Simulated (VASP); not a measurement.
Set up this calculation in VASP 6.6.1, as the native input.

| Property | Result |
| --- | --- |
| Task | single point |
| Functional | PBE |
| Dispersion | D3(BJ) |
| Potentials or basis | VASP PAW PBE potentials, release 64 (Ge_d, H, O, C) |
| Cutoff | 520 eV |
| k mesh | 1 × 1 × 1 |
| Occupations | gaussian, width 0.03 eV |
| Spin | no spin polarisation |
| Dipole correction | no |
| Further INCAR settings | LREAL = Auto; ALGO = Normal; EDIFF = 1e-06; NBANDS = 272 |

The structure of Ge32H20CO lies in POSCAR:

```
Ge32H20CO
1.0
    8.0016200000      8.0016200000      0.0000000000
   -8.0016200000      8.0016200000      0.0000000000
    0.0000000000      0.0000000000     20.9129000000
Ge H O C
32 20 1 1
Direct
   -0.3116586496      0.3077520161      0.3416030712
   -0.1801764951     -0.3065674542      0.3415755387
    0.0408471133     -0.0267407149      0.3831162926
    0.3184170152      0.1923894152      0.3412312402
   -0.0371062012     -0.4685568223      0.3828099683
    0.1888142378     -0.1901128117      0.3481117371
    0.4609976075      0.0297732182      0.3811249349
    0.5451280478     -0.5319877317      0.3820876137
   -0.1222411611      0.3839132240      0.3014686533
   -0.1073829644     -0.1141656831      0.3048915203
    0.1276947719      0.1177298963      0.3009759459
    0.3917272677      0.3853068827      0.3049127180
    0.1127761447     -0.3805849245      0.3052770512
    0.3744425549     -0.1149086788      0.2992901837
    0.6134202309      0.1154651977      0.3048068270
    0.6282638516     -0.3817100785      0.3014757988
    0.0011510767      0.2497223452      0.2346695243
    0.0012699054     -0.2521313678      0.2298950234
    0.2502901576      0.0002112338      0.2271705793
    0.5007780893      0.2483826748      0.2298315678
    0.2501951022     -0.4991264346      0.2363012798
    0.5004548026     -0.2500073733      0.2348726327
    0.7513417404     -0.0013606408      0.2356051177
    0.7502856973     -0.5004836783      0.2280879474
   -0.1250000000      0.1250000000      0.1644630000
   -0.1250000000     -0.3750000000      0.1644630000
    0.1250000000     -0.1250000000      0.1644630000
    0.3750000000      0.1250000000      0.1644630000
    0.1250000000     -0.6250000000      0.1644630000
    0.3750000000     -0.3750000000      0.1644630000
    0.6250000000     -0.1250000000      0.1644630000
    0.6250000000     -0.6250000000      0.1644630000
   -0.0489780000      0.0489780000      0.1195430000
   -0.2010220000      0.2010220000      0.1195430000
   -0.0489780000     -0.4510220000      0.1195430000
   -0.2010220000     -0.2989780000      0.1195430000
    0.2010220000     -0.2010220000      0.1195430000
    0.0489780000     -0.0489780000      0.1195430000
    0.4510220000      0.0489780000      0.1195430000
    0.2989780000      0.2010220000      0.1195430000
    0.2010220000     -0.7010220000      0.1195430000
    0.0489780000     -0.5489780000      0.1195430000
    0.4510220000     -0.4510220000      0.1195430000
    0.2989780000     -0.2989780000      0.1195430000
    0.7010220000     -0.2010220000      0.1195430000
    0.5489780000     -0.0489780000      0.1195430000
    0.7010220000     -0.7010220000      0.1195430000
    0.5489780000     -0.5489780000      0.1195430000
    0.3199168634     -0.1485918308      0.4470470846
    0.4170994199     -0.3133430074      0.4050220441
    0.2960414868     -0.3993153021      0.4349350889
    0.3943006331     -0.3273524742      0.4899861257
    0.2714278131     -0.2202555598      0.4427827273
    0.3508406646     -0.3211660983      0.4432597428
```

The input as run:

INCAR

```
ALGO = Normal
EDIFF = 1E-6
ENCUT = 520
GGA = PE
ISIF = 2
ISMEAR = 0
IVDW = 12
LASPH = T
LCHARG = T
LELF = T
LREAL = Auto
LVHAR = T
LWAVE = F
NBANDS = 272
NELM = 60
PREC = Accurate
SIGMA = 0.03
```

KPOINTS

```
k-points
0
Gamma
  1 1 1
```

Potentials or basis: VASP PAW PBE potentials, release 64 (Ge_d, H, O, C).

Launch:

```console
$ cat potpaw_PBE.64/Ge_d/POTCAR potpaw_PBE.64/H/POTCAR potpaw_PBE.64/O/POTCAR potpaw_PBE.64/C/POTCAR > POTCAR
$ mpirun -np 1 vasp_gam > vasp.out
```

It gave:

```json
{"Largest force": "0.627 eV/Å", "Dispersion energy per atom": "-0.134 eV"}
```

Caveat: the k points lie up to 0.56 Å⁻¹ apart; there is no dipole correction, which matters where the two faces differ.

It took 31 min on 1 thread of Intel(R) Xeon(R) Platinum 8259CL CPU @ 2.50GHz (Skylake/Cascade Lake), with other jobs on the host, peak memory 1.9 GiB.
